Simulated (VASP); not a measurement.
# Sb2Pt (Pnnm) in VASP: a series of runs, part 2 of 2

VASP 6.6.1. The steps go on from the part before.

## 3. Single point, PBE

This run uses another cell than the first one, of 24.42 Å³/atom.

The input, INCAR:

```
PREC     = Accurate       # precision mode
ENCUT    = 520            # plane-wave cutoff, eV
EDIFF    = 1E-7           # SCF threshold, eV
ISMEAR   = 0              # smearing method
SIGMA    = 0.1            # smearing width, eV
LREAL    = False          # projectors in reciprocal space
LASPH    = True           # aspherical terms in the spheres
NELM     = 80             # most SCF steps
ALGO     = Normal         # electronic algorithm
ISIF     = 2              # what is computed and relaxed
LWAVE    = False          # write WAVECAR
LCHARG   = False          # write CHGCAR
GGA      = PE             # functional
NBANDS   = 29             # bands
```

The input, KPOINTS:

```
Automatic mesh
0
Gamma
  8 6 10
```

The input, POSCAR:

```
Sb2Pt
1.0
    5.3648946157      0.0000000000      0.0000000000
    0.0000000000      6.5636404250      0.0000000000
    0.0000000000      0.0000000000      4.1601623677
Sb Pt
4 2
Direct
    0.2160316320      0.3690514545      0.0000000000
    0.7839683680      0.6309485455      0.0000000000
    0.7160316320      0.1309485455      0.5000000000
    0.2839683680      0.8690514545      0.5000000000
    0.0000000000      0.0000000000      0.0000000000
    0.5000000000      0.5000000000      0.5000000000
```

Potentials or basis: VASP PAW PBE potentials, release 64 (Sb, Pt).

The run is started by

```console
cat potpaw_PBE.64/Sb/POTCAR potpaw_PBE.64/Pt/POTCAR > POTCAR
mpirun -np 1 vasp_std > vasp.out
```

OUTCAR:

```text
PREC = Accurate
   ENCUT = 520
   EDIFF = 1E-7
   ISMEAR = 0
   LREAL = False
   LASPH = True
   NELM = 80
   ISIF = 2
   GGA = PE

 ion  position               nearest neighbor table
   1  0.216  0.369  0.000-   5 2.69   6 2.72   6 2.72   2 2.89   2 3.50   3 3.74   3 3.74   3 3.74
                             3 3.74
   2  0.784  0.631  0.000-   5 2.69   6 2.72   6 2.72   1 2.89   1 3.50   4 3.74   4 3.74   4 3.74
                             4 3.74
   3  0.716  0.131  0.500-   6 2.69   5 2.72   5 2.72   4 2.89   4 3.50   1 3.74   1 3.74   1 3.74
                             1 3.74
   4  0.284  0.869  0.500-   6 2.69   5 2.72   5 2.72   3 2.89   3 3.50   2 3.74   2 3.74   2 3.74
                             2 3.74
[... 982 lines left out ...]
  Total       -0.2080291     -0.3018791     -0.3531871      0.0000000      0.0000000      0.0000000
  in kB       -2.2751940     -3.3016226     -3.8627729      0.0000000      0.0000000      0.0000000
  external PRESSURE =      -3.1465298 kB  Pullay stress =       0.0000000 kB

 VOLUME and BASIS-vectors are now :
 -----------------------------------------------------------------------------
  energy-cutoff  :      520.00
  volume of cell :      146.49
      direct lattice vectors                 reciprocal lattice vectors
     5.364894616  0.000000000  0.000000000     0.186396951  0.000000000  0.000000000
     0.000000000  6.563640425  0.000000000     0.000000000  0.152354476  0.000000000
     0.000000000  0.000000000  4.160162368     0.000000000  0.000000000  0.240375233

 POSITION                                       TOTAL-FORCE (eV/Angst)
 -----------------------------------------------------------------------------------
      1.15899      2.42232      0.00000         0.014073     -0.006403      0.000000
      4.20591      4.14132      0.00000        -0.014073      0.006403     -0.000000
      3.84143      0.85950      2.08008         0.014073      0.006403      0.000000
      1.52346      5.70414      2.08008        -0.014073     -0.006403     -0.000000
      0.00000      0.00000      0.00000         0.000000      0.000000      0.000000
      2.68245      3.28182      2.08008         0.000000      0.000000      0.000000
 -----------------------------------------------------------------------------------
    total drift:                               -0.000000      0.000000     -0.000000

  FREE ENERGIE OF THE ION-ELECTRON SYSTEM (eV)
  ---------------------------------------------------
  free  energy   TOTEN  =       -31.5731542837 eV

  energy  without entropy=      -31.5646042658  energy(sigma->0) =      -31.56887927
```

OSZICAR:

```text
N       E                     dE             d eps       ncg     rms          rms(c)
DAV:   1     0.226959729965E+03    0.22696E+03   -0.15519E+04  6960   0.117E+03
DAV:   2    -0.187978644751E+02   -0.24576E+03   -0.23551E+03  8192   0.217E+02
DAV:   3    -0.322705127624E+02   -0.13473E+02   -0.13186E+02  8552   0.543E+01
DAV:   4    -0.324653749551E+02   -0.19486E+00   -0.19436E+00  7957   0.691E+00
DAV:   5    -0.324679747813E+02   -0.25998E-02   -0.25996E-02  8105   0.909E-01    0.114E+01
DAV:   6    -0.318428034729E+02    0.62517E+00   -0.41787E+00  7413   0.140E+01    0.486E+00
DAV:   7    -0.316268717563E+02    0.21593E+00   -0.78841E-01  7240   0.659E+00    0.354E+00
DAV:   8    -0.315759284037E+02    0.50943E-01   -0.13836E-01  7649   0.208E+00    0.484E-01
DAV:   9    -0.315727716204E+02    0.31568E-02   -0.16174E-02  7606   0.856E-01    0.233E-01
DAV:  10    -0.315731618478E+02   -0.39023E-03   -0.18588E-03  7730   0.232E-01    0.523E-02
DAV:  11    -0.315731559795E+02    0.58683E-05   -0.13240E-04  7905   0.746E-02    0.313E-02
DAV:  12    -0.315731543667E+02    0.16127E-05   -0.30895E-05  7544   0.343E-02    0.615E-03
DAV:  13    -0.315731541166E+02    0.25014E-06   -0.17874E-06  8096   0.625E-03    0.257E-03
DAV:  14    -0.315731542592E+02   -0.14262E-06   -0.15026E-07  5838   0.198E-03    0.374E-04
DAV:  15    -0.315731542837E+02   -0.24453E-07   -0.37231E-08  3905   0.114E-03
   1 F= -.31573154E+02 E0= -.31568879E+02  d E =-.855002E-02
```

stdout:

```text
POSCAR found type information on POSCAR SbPt
 POSCAR found :  2 types and       6 ions
 scaLAPACK will be used
 LDA part: xc-table for (Slater+PW92), standard interpolation
 POSCAR, INCAR and KPOINTS ok, starting setup
 FFT: planning ... GRIDC
 FFT: planning ... GRID_SOFT
 FFT: planning ... GRID
 WAVECAR not read
 entering main loop
```

It took 6.6 min on 1 thread of Intel Xeon Platinum 8259CL at 2.50GHz (Skylake/Cascade Lake), shared host; peak memory 0.55 GiB.

Results:

- Free energy: -31.5732 eV
- Pressure: -0.3 GPa
- Largest force: 0.015 eV/Å
- Band gap on the k mesh: zero (bands 20 and 21 overlap by 1.58 eV)

Forces in eV/Å, atoms in the order of the input:
```
Sb   0.014 -0.006  0.000
Sb  -0.014  0.006  0.000
Sb   0.014  0.006  0.000
Sb  -0.014 -0.006  0.000
Pt   0.000  0.000  0.000
Pt   0.000  0.000  0.000
```

Stress tensor (GPa, compression positive):
```
-0.23  0.00  0.00
 0.00 -0.33  0.00
 0.00  0.00 -0.39
```

Levels at points of the mesh, in eV from the Fermi level:
```
           k point  band 18  band 19  band 20  band 21  band 22  band 23
(0.00, 0.00, 0.00)    -2.01    -1.59     0.12     0.44     2.29     3.29
(0.50, 0.00, 0.00)    -0.61    -0.21    -0.21     2.24     2.24     2.26
(0.00, 0.50, 0.00)    -1.55    -0.97    -0.97     1.09     1.09     2.89
(0.50, 0.50, 0.00)    -0.31     0.20     0.20     0.26     0.26     2.01
(0.00, 0.00, 0.50)    -2.36    -1.47    -1.47     0.96     0.96     1.53
(0.50, 0.00, 0.50)    -2.67    -2.60    -2.60     0.13     0.13     3.06
(0.00, 0.50, 0.50)    -2.14    -1.30    -1.30    -0.88    -0.88     1.67
(0.50, 0.50, 0.50)    -2.61    -0.62    -0.62     1.73     1.73     2.14
```

Caveat: spin-orbit coupling is left out, which moves the levels of the heavy elements.
